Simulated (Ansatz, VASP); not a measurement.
InSb3 in VASP and in Ansatz

Contents of POSCAR:

```
InSb3
1.0
    4.7221113865      0.0000000000      0.0000000000
    0.0000000000      4.7221113865      0.0000000000
    0.0000000000      0.0000000000      4.7221113865
In Sb
1 3
Direct
    0.0000000000      0.0000000000      0.0000000000
    0.5000000000      0.0000000000      0.5000000000
    0.0000000000      0.5000000000      0.5000000000
    0.5000000000      0.5000000000      0.0000000000
```

File INCAR.step1:

```
PREC = Accurate
ENCUT = 520
ISMEAR = 0
SIGMA = 0.1
LREAL = F
LASPH = T
NELM = 100
NBANDS = 22
GGA = PE
ALGO = Normal
EDIFF = 1E-4
LWAVE = T
LCHARG = F
```

The input INCAR.step2:

```
PREC = Accurate
ENCUT = 520
EDIFF = 1E-6
ISMEAR = 0
SIGMA = 0.1
LREAL = F
LASPH = T
NELM = 100
ALGO = Normal
ISIF = 2
LWAVE = F
LCHARG = T
METAGGA = R2SCAN
LMIXTAU = T
LELF = T
LVHAR = T
NBANDS = 22
ISTART = 1
```

KPOINTS

```
regular mesh
0
Gamma
  10 10 10
```

Input for Ansatz:

```yaml
crystal:
  lattice:
    - [4.7221113865, 0.0, 0.0]
    - [0.0, 4.7221113865, 0.0]
    - [0.0, 0.0, 4.7221113865]
  atoms:
    - { symbol: In, position: [0.0, 0.0, 0.0] }
    - { symbol: Sb, position: [0.5, 0.0, 0.5] }
    - { symbol: Sb, position: [0.0, 0.5, 0.5] }
    - { symbol: Sb, position: [0.5, 0.5, 0.0] }
basis:
  ecutwfc: 500
kpoints:
  mp_grid: { grid: [10, 10, 10] }
hamiltonian:
  xc: r2scan
scf:
  occupations: { method: gaussian, width: 0.1 }
output:
  forces: true
  stress: true
  eigenvalues: true
```

Alike in both runs: task single point; functional r2SCAN; k mesh 10 × 10 × 10; occupations gaussian, width 0.1 eV; no spin polarisation.

|  | VASP | Ansatz |
| --- | --- | --- |
| version | VASP 6.6.1 | Ansatz 0.2.0 |
| potentials or method | VASP PAW PBE potentials, release 64 (In_d, Sb), cutoff 520 eV | scalar-relativistic, plane waves, PAW |
| valence electrons in the cell | 28 | 58 |

|  | VASP | Ansatz | Ansatz less VASP |
| --- | --- | --- | --- |
| gap on the k mesh at the Fermi level (eV) | none | none | - |
| pressure (GPa) | 2.5 | 2.6 | +0.03 |

VASP's potentials were made for PBE, not for r2SCAN. A gap of «none» marks a metal or a gap that the smearing closes. VASP's potentials hold 28 valence electrons a cell and Ansatz's 58, so a difference there can come from the potentials and not from the codes.

Spin-orbit coupling is off throughout.
